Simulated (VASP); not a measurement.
# Sn2BiO8 (a cell with a defect) in VASP: single point with r2SCAN

Aim: the single point of Sn2BiO8 (a cell with a defect) with r2SCAN.

Everything below comes from runs of VASP 6.6.1. Logs are shortened: lines on timing, memory, paths and dates and some standing lists are left out, and cuts for length are marked.

**1. The cell of the first run**

The cell holds a defect, 11 atoms: a = 4.769 Å, b = 4.769 Å, c = 6.424 Å, α = 90.00°, β = 90.00°, γ = 90.00°.

**2. Single point, r2SCAN, collinear spin, ferromagnetic start**

The input, POSCAR:

```
Sn2BiO8
1.0
    4.7690460000      0.0000000000      0.0000000000
    0.0000000000      4.7690460000      0.0000000000
    0.0000000000      0.0000000000      6.4242020000
Sn Bi O
2 1 8
Direct
    0.9976680000      0.0014940000      0.0005330000
    0.0022510000      0.0005860000      0.5000880000
    0.5065320000      0.4984850000      0.2496990000
    0.3110200000      0.3027180000      0.9942480000
    0.3120320000      0.2999170000      0.4952430000
    0.6959290000      0.6929510000      0.0010350000
    0.6918430000      0.6980170000      0.4973240000
    0.1977020000      0.8008440000      0.2526710000
    0.1971170000      0.8054680000      0.7553220000
    0.8109210000      0.1882140000      0.2485450000
    0.8026440000      0.1879190000      0.7522150000
```

The input, INCAR.step1:

```
SYSTEM = Sn2BiO8
ALGO = Normal
EDIFF = 1E-4
ENCUT = 520
GGA = PE
ISMEAR = -5
ISPIN = 2
LASPH = .True.
LCHARG = .False.
LREAL = .False.
LWAVE = .True.
MAGMOM = 0 0 0.37 0.37 0.37 0.37 0.37 0.37 0.37 0.37 0.37
NBANDS = 60
NELM = 150
PREC = Accurate
SIGMA = 0.05
```

The input, INCAR.step2:

```
SYSTEM = Sn2BiO8
ALGO = Normal
EDIFF = 1E-6
ENCUT = 520
ISIF = 2
ISMEAR = -5
ISPIN = 2
ISTART = 1
LASPH = .True.
LCHARG = .False.
LMIXTAU = .True.
LORBIT = 11
LREAL = .False.
LWAVE = .False.
MAGMOM = 0 0 0.37 0.37 0.37 0.37 0.37 0.37 0.37 0.37 0.37
METAGGA = R2SCAN
NBANDS = 60
NELM = 150
PREC = Accurate
SIGMA = 0.05
```

The input, KPOINTS:

```
Automatic mesh
0
Gamma
  2 2 2
  0.5 0.5 0.5
```

Potentials or basis: VASP PAW PBE potentials, release 64 (Sn_d, Bi_d, O).

Launch:

```console
> cat potpaw_PBE.64/Sn_d/POTCAR potpaw_PBE.64/Bi_d/POTCAR potpaw_PBE.64/O/POTCAR > POTCAR
> cp INCAR.step1 INCAR
> mpirun -np 1 vasp_std > vasp.out
> cp INCAR.step2 INCAR
> mpirun -np 1 vasp_std > vasp.out
```

OUTCAR:

```text
SYSTEM = Sn2BiO8
   EDIFF = 1E-6
   ENCUT = 520
   ISIF = 2
   ISMEAR = -5
   ISPIN = 2
   ISTART = 1
   LASPH = .True.
   LORBIT = 11
   LREAL = .False.
   METAGGA = R2SCAN
   NELM = 150
   PREC = Accurate

 ion  position               nearest neighbor table
   1  0.998  0.001  0.001-  10 2.03  11 2.05   6 2.06   9 2.06   4 2.07   8 2.11   2 3.21   2 3.22
                             3 3.70   3 3.72   3 3.75   3 3.77
   2  0.002  0.001  0.500-   5 2.05  10 2.06   7 2.07   8 2.07  11 2.08   9 2.10   1 3.21   1 3.22
                             3 3.72   3 3.73   3 3.74   3 3.76
   3  0.507  0.498  0.250-   7 2.05   6 2.06   5 2.06   8 2.06  10 2.07   4 2.11   1 3.70   1 3.72
                             2 3.72   2 3.73   2 3.74   1 3.75   2 3.76   1 3.77
   4  0.311  0.303  0.994-   1 2.07   3 2.11
   5  0.312  0.300  0.495-   2 2.05   3 2.06
   6  0.696  0.693  0.001-   3 2.06   1 2.06
   7  0.692  0.698  0.497-   3 2.05   2 2.07
   8  0.198  0.801  0.253-   3 2.06   2 2.07   1 2.11
   9  0.197  0.805  0.755-   1 2.06   2 2.10
  10  0.811  0.188  0.249-   1 2.03   2 2.06   3 2.07
  11  0.803  0.188  0.752-   1 2.05   2 2.08

  LATTYP: Found a simple tetragonal cell.
 ALAT       =     4.7690460000
 C/A-ratio  =     1.3470622846

  Lattice vectors:

 A1 = (   4.7690460000,   0.0000000000,   0.0000000000)
 A2 = (   0.0000000000,   4.7690460000,   0.0000000000)
 A3 = (   0.0000000000,   0.0000000000,   6.4242020000)

Analysis of symmetry for initial positions (statically):
=====================================================================
 Subroutine PRICEL returns:
 Original cell was already a primitive cell.

 Routine SETGRP: Setting up the symmetry group for a
 simple tetragonal supercell.

 Subroutine GETGRP returns: Found  1 space group operations
 (whereof  1 operations were pure point group operations)
 out of a pool of 16 trial point group operations.

The static configuration has the point symmetry C_1 .

Analysis of symmetry for dynamics (positions and initial velocities):
=====================================================================
 Subroutine PRICEL returns:
 Original cell was already a primitive cell.

 Routine SETGRP: Setting up the symmetry group for a
 simple tetragonal supercell.

 Subroutine GETGRP returns: Found  1 space group operations
 (whereof  1 operations were pure point group operations)
 out of a pool of 16 trial point group operations.

The dynamic configuration has the point symmetry C_1 .

Analysis of structural, dynamic, and magnetic symmetry:
[... 162 lines left out ...]
 fundamental gap:      0.1264866549
 Fermi energy:         3.2464301687

 spin component 1

 k-point     1 :       0.2500    0.2500    0.2500
  band No.  band energies     occupation
      1     -19.7435      1.00000
      2     -19.6265      1.00000
      3     -18.9038      1.00000
      4     -18.8676      1.00000
      5     -18.8583      1.00000
      6     -18.4546      1.00000
[... 229 lines left out ...]
     56      14.4385      0.00000
     57      15.0788      0.00000
 Fermi energy:         3.2464301687

 spin component 2

 k-point     1 :       0.2500    0.2500    0.2500
  band No.  band energies     occupation
      1     -19.7264      1.00000
      2     -19.5662      1.00000
      3     -18.9219      1.00000
      4     -18.8881      1.00000
      5     -18.8762      1.00000
      6     -18.2919      1.00000
[... 229 lines left out ...]
     56      14.5750      0.00000
     57      15.2876      0.00000
 [bands above 57 left out]

------------------------ aborting loop because EDIFF is reached ----------------------------------------

  FORCE on cell =-STRESS in cart. coord.  units (eV):
  Direction    XX          YY          ZZ          XY          YZ          ZX
  --------------------------------------------------------------------------------------
  -------------------------------------------------------------------------------------
  Total        1.5248077      2.0131277      3.6932881     -3.3396430      0.2818262     -0.4226383
  in kB       16.7202759     22.0749480     40.4987438    -36.6208493      3.0903652     -4.6344396
  external PRESSURE =      26.4313226 kB  Pullay stress =       0.0000000 kB

 VOLUME and BASIS-vectors are now :
 -----------------------------------------------------------------------------
  energy-cutoff  :      520.00
  volume of cell :      146.11
      direct lattice vectors                 reciprocal lattice vectors
     4.769046000  0.000000000  0.000000000     0.209685543  0.000000000  0.000000000
     0.000000000  4.769046000  0.000000000     0.000000000  0.209685543  0.000000000
     0.000000000  0.000000000  6.424202000     0.000000000  0.000000000  0.155661357

 POSITION                                       TOTAL-FORCE (eV/Angst)
 -----------------------------------------------------------------------------------
      4.75792      0.00712      0.00342         0.394905     -0.325104      0.376973
      0.01074      0.00279      3.21267         0.131242     -0.234688      0.047826
      2.41567      2.37730      1.60412        -0.330276     -0.078172     -0.246782
      1.48327      1.44368      6.38725        -0.506942     -0.478819      0.219223
      1.48809      1.43032      3.18154        -0.606945     -0.560099      0.130935
      3.31892      3.30472      0.00665         0.609600      0.516781     -0.163931
      3.29943      3.32888      3.19491         0.787558      0.584605      0.247326
      0.94285      3.81926      1.62321        -0.935854      0.853212     -0.285663
      0.94006      3.84131      4.85234        -0.207947      0.129601     -0.255827
      3.86732      0.89760      1.59670         0.419569     -0.283994      0.198630
      3.82785      0.89619      4.83238         0.245089     -0.123323     -0.268710
 -----------------------------------------------------------------------------------
    total drift:                                0.002595      0.004485     -0.000274

  FREE ENERGIE OF THE ION-ELECTRON SYSTEM (eV)
  ---------------------------------------------------
  free  energy   TOTEN  =      -163.7492950306 eV

  energy  without entropy=     -163.7492950306  energy(sigma->0) =     -163.74929503

 total charge

# of ion       s       p       d       tot
------------------------------------------
    1        0.855   1.124  10.372  12.351
    2        0.853   1.098  10.355  12.306
    3        1.238   1.203  10.280  12.721
    4        1.594   3.335   0.000   4.929
    5        1.590   3.371   0.000   4.961
    6        1.592   3.367   0.000   4.959
    7        1.591   3.368   0.000   4.958
    8        1.575   3.514   0.000   5.089
    9        1.606   3.241   0.000   4.847
   10        1.576   3.534   0.000   5.110
   11        1.602   3.267   0.000   4.869
--------------------------------------------------
tot         15.671  30.423  31.006  77.100

 magnetization (x)

# of ion       s       p       d       tot
------------------------------------------
    1       -0.023  -0.037   0.005  -0.055
    2       -0.023  -0.035   0.005  -0.054
    3       -0.022  -0.031   0.010  -0.044
    4        0.005   0.359   0.000   0.364
    5        0.004   0.277   0.000   0.281
    6        0.004   0.290   0.000   0.294
    7        0.004   0.291   0.000   0.296
    8       -0.002   0.037   0.000   0.035
    9        0.011   0.727   0.000   0.738
   10       -0.002   0.034   0.000   0.032
   11        0.010   0.658   0.000   0.668
--------------------------------------------------
tot         -0.033   2.568   0.020   2.555
```

OUTCAR.step1:

```text
SYSTEM = Sn2BiO8
   EDIFF = 1E-4
   ENCUT = 520
   GGA = PE
   ISMEAR = -5
   ISPIN = 2
   LASPH = .True.
   LREAL = .False.
[... 738 lines left out ...]
      0.94006      3.84131      4.85234        -0.063849     -0.013577     -0.245670
      3.86732      0.89760      1.59670         0.378674     -0.268068      0.211068
      3.82785      0.89619      4.83238        -0.006786      0.127369     -0.295480
 -----------------------------------------------------------------------------------
    total drift:                                0.001917     -0.001633      0.001167

  FREE ENERGIE OF THE ION-ELECTRON SYSTEM (eV)
  ---------------------------------------------------
  free  energy   TOTEN  =       -57.8960683119 eV

  energy  without entropy=      -57.8960683119  energy(sigma->0) =      -57.89606831
```

Run time: 3.7 min. Hardware: 1 thread of AMD EPYC 9R45 (Zen 5), shared host; peak memory 0.3 GiB.

Results:

| Quantity | Value |
| --- | --- |
| Free energy | -163.7493 eV |
| Pressure | 2.6 GPa |
| Largest force | 1.298 eV/Å |
| Band gap on the k mesh | 0.13 eV |
| Net moment | 3.00 μB per cell |
| Site moments | Sn -0.06, -0.05; Bi -0.04; O +0.36, +0.28, +0.29, +0.30, +0.04, +0.74, +0.03, +0.67 μB |
| Valence electrons inside the program's atomic spheres | Sn 12.35, 12.31; Bi 12.72; O 4.93, 4.96, 5.09, 4.85, 5.11, 4.87 (each value once) |

Forces in eV/Å, atoms in the order of the input:
```
Sn   0.395 -0.325  0.377
Sn   0.131 -0.235  0.048
Bi  -0.330 -0.078 -0.247
O   -0.507 -0.479  0.219
O   -0.607 -0.560  0.131
O    0.610  0.517 -0.164
O    0.788  0.585  0.247
O   -0.936  0.853 -0.286
O   -0.208  0.130 -0.256
O    0.420 -0.284  0.199
O    0.245 -0.123 -0.269
```

Stress tensor (GPa, compression positive):
```
 1.67 -3.66 -0.46
-3.66  2.21  0.31
-0.46  0.31  4.05
```

Caveat: the k points lie up to 0.66 Å⁻¹ apart; the PAW data sets were made with another functional, which shifts forces and pressure a little; spin-orbit coupling is left out, which moves the levels of the heavy elements.
